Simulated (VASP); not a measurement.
KGeO3, 5 atoms in the cell. The structure is cubic, space group Pm-3m (No. 221). The conventional cell has a = 3.784 Å, b = 3.784 Å, c = 3.784 Å, α = 90.00°, β = 90.00°, γ = 90.00°. Within 3.5 Å of K (site symmetry m-3m) lie 12 O at 2.68 Å and 8 Ge at 3.28 Å. Ge (site symmetry m-3m) has 6 O at 1.89 Å within 2.5 Å. Within 2.5 Å of O (site symmetry 4/mmm) lie 2 Ge at 1.89 Å. 

- Program: VASP 6.6.1
- Task: single point
- Functional: LDA
- Potentials or basis: VASP PAW LDA potentials, release 64 (K_sv, Ge_d, O_h)
- Cutoff: 910 eV
- k mesh: 5 × 5 × 5
- Occupations: gaussian, width 0.05 eV
- Spin: no spin polarisation
- Dipole correction: no
- Second run: hard_potentials
- Further INCAR settings: ALGO = Normal; EDIFF = 1e-06; NBANDS = 28

Potentials or basis: VASP PAW LDA potentials, release 64 (K_sv, Ge_d, O_h).

Run with:

```sh
$ cat potpaw_LDA.64/K_sv/POTCAR potpaw_LDA.64/Ge_d/POTCAR potpaw_LDA.64/O_h/POTCAR > POTCAR
$ mpirun -np 1 vasp_std > vasp.out
```

Hardware: 1 thread of Intel(R) Xeon(R) Platinum 8259CL CPU @ 2.50GHz (Skylake/Cascade Lake), with other jobs on the host.

Q: Estimate the wall time of this run.

A: Run time: 30 s on 1 thread of Intel(R) Xeon(R) Platinum 8259CL CPU @ 2.50GHz (Skylake/Cascade Lake), on a shared host, peak memory 0.21 GiB. Counts: scf iterations 13, k points 10.
